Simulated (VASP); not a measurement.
# Hf: single point with r2SCAN

The system is Hf.

```xyz
1
Lattice="0.0000 2.0891 2.5069 2.0891 0.0000 2.5069 2.0891 2.0891 0.0000" Properties=species:S:1:pos:R:3 pbc="T T T"
Hf    0.0000    0.0000    0.0000
```

This cell differs from its parent crystal: ratio of the length along z to the lengths across it x 1.2, volume and fractional coordinates fixed.

| Property | Result |
| --- | --- |
| Program | VASP 6.6.1 |
| Task | single point |
| Functional | r2SCAN |
| Potentials or basis | VASP PAW PBE potentials, release 64 (Hf_pv) |
| Cutoff | 520 eV |
| k mesh | 20 × 20 × 20 |
| Occupations | gaussian, width 0.15 eV |
| Spin | no spin polarisation |
| Dipole correction | no |
| Further INCAR settings | ALGO = Normal; EDIFF = 1e-06; NBANDS = 11 |

```
Pressure               : 1.5 GPa
Band gap on the k mesh : zero (band 5 reaches 5.89 eV, above the bottom of band 6 at 3.93 eV)
```

Stress tensor (GPa, compression positive):
```
 5.20  0.00  0.00
 0.00  5.20  0.00
 0.00  0.00 -5.85
```

Levels at points of the mesh, in eV from the Fermi level:
```csv
k point,band 1,band 2,band 3,band 4,band 5,band 6,band 7,band 8,band 9,band 10
"(0.00, 0.00, 0.00)",-31.02,-30.98,-30.98,-7.52,0.32,2.70,2.70,2.71,6.23,12.11
"(0.50, 0.00, 0.00)",-31.98,-31.19,-30.99,-3.66,0.40,0.62,2.69,6.39,7.09,10.81
"(0.50, 0.50, 0.00)",-31.75,-31.14,-31.14,-3.65,-1.87,0.77,7.28,7.36,7.36,10.32
"(0.50, 0.00, 0.50)",-31.92,-31.62,-31.19,-3.29,-2.08,3.81,5.91,6.11,8.75,9.07
```

Run time: 4.1 min on 1 thread of Intel Xeon 6975P-C, on a shared host, peak memory 0.28 GiB.

Caveat: the PAW data sets were made with another functional, which shifts forces and pressure a little; spin-orbit coupling is left out, which moves the levels of the heavy elements.
